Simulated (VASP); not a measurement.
A run of VASP 6.6.1 is set up as follows.

File INCAR:

```
SYSTEM = SrO
  PREC = Accurate
  ENCUT = 600
  EDIFF = 1E-6
  ISMEAR = -1
  SIGMA = 0.05
  LREAL = .FALSE.
  LASPH = .TRUE.
  NELM = 60
  ALGO = Normal
  ISIF = 3
  LWAVE = .FALSE.
  LCHARG = .FALSE.
  GGA = PE
  IBRION = 2
  NSW = 80
  EDIFFG = -0.02
  PSTRESS = 20.0
```

Contents of KPOINTS:

```
Automatic mesh
0
G
  9 9 9
  0 0 0
```

POSCAR

```
SrO
1.0
    0.0000000000      2.5663000000      2.5663000000
    2.5663000000      0.0000000000      2.5663000000
    2.5663000000      2.5663000000      0.0000000000
Sr O
1 1
Direct
    0.5000000000      0.5000000000      0.5000000000
    0.0000000000      0.0000000000      0.0000000000
```

Potentials or basis: VASP PAW PBE potentials, release 64 (Sr_sv, O).

The run is started by

```console
$ cat potpaw_PBE.64/Sr_sv/POTCAR potpaw_PBE.64/O/POTCAR > POTCAR
$ mpirun -np 1 vasp_std > vasp.out
```

**Question.** Estimate the space group after relaxing (to 0.05 Å).

**Answer.** Fm-3m (No. 225).

**Question.** What does it give for the relaxed volume?

**Answer.** 17.22 Å³/atom.

Final structure:
```
Sr O
1.0
     0.00000    2.58246    2.58246
     2.58246    0.00000    2.58246
     2.58246    2.58246    0.00000
Sr O
1 1
Direct
  0.50000 0.50000 0.50000
  0.00000 0.00000 0.00000
```

Caveat: the cell is relaxed towards a set pressure, so the enthalpy falls and the energy may rise. Zero-point motion and thermal expansion aren't in these numbers.
